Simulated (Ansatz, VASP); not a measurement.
## Mo: VASP beside Ansatz

```
Mo
1.0
    -1.58218    1.58218    1.58218
     1.58218   -1.58218    1.58218
     1.58218    1.58218   -1.58218
Mo
1
Cartesian
  0.0000 0.0000 0.0000
```

Alike in both runs: functional PBE; k mesh 8 × 8 × 8; no spin polarisation.

Ansatz relaxed the structure, and its values are those at the end. VASP's run is a single point on that final structure, the one shown.

|  | VASP | Ansatz |
| --- | --- | --- |
| version | VASP 6.6.1 | Ansatz 0.2.0 |
| potentials or method | VASP PAW PBE potentials, release 64 (Mo_sv), cutoff 500 eV | PAW plane waves |
| occupations | methfessel-paxton of order 1, width 0.1 eV | cold, width 0.1 eV |
| valence electrons in the cell | 14 | 14 |

```csv
,VASP,Ansatz,Ansatz less VASP
gap on the k mesh at the Fermi level (eV),none,none,-
pressure (GPa),0.3,0.0,-0.35
```

A gap of «none» marks a metal or a gap that the smearing closes.
